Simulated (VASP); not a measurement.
KNb3O, 5 atoms in the cell. The structure is cubic, space group Pm-3m (No. 221). Conventional cell: a = 4.319 Å, b = 4.319 Å, c = 4.319 Å, α = 90.00°, β = 90.00°, γ = 90.00°. K (site symmetry m-3m) has 12 Nb at 3.05 Å and 8 O at 3.74 Å within 4.0 Å. Nb (site symmetry 4/mmm) has 2 O at 2.16 Å within 2.9 Å. O (site symmetry m-3m) has 6 Nb at 2.16 Å within 2.9 Å. The cell was built from a structure type or drawn by symmetry, and may not be a known phase.

- Program: VASP 6.6.1
- Task: relaxation of cell and atoms
- Functional: PBE
- Potentials or basis: VASP PAW PBE potentials, release 64 (K_sv, Nb_sv, O)
- Cutoff: 600 eV
- k mesh: 4 × 4 × 4
- Occupations: gaussian, width 0.1 eV
- Spin: no spin polarisation
- Dipole correction: no
- Further INCAR settings: ALGO = Normal; EDIFF = 1e-06; IBRION = 2; EDIFFG = -0.04; NSW = 90; ISIF = 3

Potentials or basis: VASP PAW PBE potentials, release 64 (K_sv, Nb_sv, O).

Launch:

```bash
$ cat potpaw_PBE.64/K_sv/POTCAR potpaw_PBE.64/Nb_sv/POTCAR potpaw_PBE.64/O/POTCAR > POTCAR
$ mpirun -np 1 vasp_std > vasp.out
```

Hardware: 1 thread of Intel Xeon 8259CL (shared host).

Question: How long does it take, and how much memory?

Answer: Wall time 3.4 min on 1 thread of Intel Xeon 8259CL (shared host), peak memory 0.23 GiB. Counts: scf iterations 42, k points 10, ion steps 3.
